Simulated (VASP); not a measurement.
Wanted: the native input for a VASP 6.6.1 run.

```yaml
Task: single point
Functional: PBE
Potentials_or_basis: VASP PAW PBE potentials, release 64 (Zr_sv)
Cutoff: 520 eV
k_mesh: 9 × 9 × 5
Occupations: gaussian, width 0.012 eV
Spin: no spin polarisation
Dipole_correction: no
Further_INCAR_settings: ALGO = Normal; EDIFF = 1e-07; NBANDS = 19
```

The structure of Zr lies in POSCAR:

```
Zr
1.0
    3.2320000000      0.0000000000      0.0000000000
   -1.6160000000      2.7989941050      0.0000000000
    0.0000000000      0.0000000000      5.1470000000
Zr
2
Direct
    0.6666666667      0.3333333333      0.7500000000
    0.3333333333      0.6666666667      0.2500000000
```

The input as run:

INCAR

```
  PREC = Accurate
  ENCUT = 520
  EDIFF = 1E-7
  ISMEAR = 0
  SIGMA = 0.012
  LREAL = F
  LASPH = T
  NELM = 80
  ALGO = Normal
  ISIF = 2
  LWAVE = F
  LCHARG = F
  GGA = PE
  NBANDS = 19
```

KPOINTS

```
Automatic mesh
0
Gamma
  9 9 5
```

Potentials or basis: VASP PAW PBE potentials, release 64 (Zr_sv).

Run with:

```sh
$ cat potpaw_PBE.64/Zr_sv/POTCAR > POTCAR
$ mpirun -np 1 vasp_std > vasp.out
```

Results of the run:

| Quantity | Value |
| --- | --- |
| Pressure | 0.6 GPa |
| Band gap on the k mesh | zero (band 12 reaches 9.85 eV, above the bottom of band 13 at 8.74 eV) |

Wall time 10 s on 1 thread of AMD EPYC 9R45 96-Core Processor (Zen 5) (shared host), peak memory 0.14 GiB.
